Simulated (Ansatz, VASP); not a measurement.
## Ge in VASP and in Ansatz

```
Ge
1.0
     0.00000    2.95538    2.95538
     2.95538    0.00000    2.95538
     2.95538    2.95538    0.00000
Ge
2
Direct
  0.50000 0.50000 0.50000
  0.75000 0.75000 0.75000
```

Alike in both runs: task single point; functional PBE; k mesh 14 × 14 × 14; occupations gaussian, width 0.15 eV; no spin polarisation.

```csv
,VASP,Ansatz
version,VASP 6.6.1,Ansatz 0.2.0
potentials or method,"VASP PAW PBE potentials, release 64 (Ge_d), cutoff 520 eV","scalar-relativistic, plane waves, PAW"
valence electrons in the cell,28,28
```

Ansatz gave:

- gap on the k mesh at the Fermi level (eV): none
- pressure (GPa): -3.7

**Question.** Which values does VASP return?

**Answer.** gap on the k mesh at the Fermi level (eV): none; pressure (GPa): -3.8.

A gap of «none» marks a metal or a gap that the smearing closes. With one functional, cell and mesh, what is left measures potentials, basis and numerics.
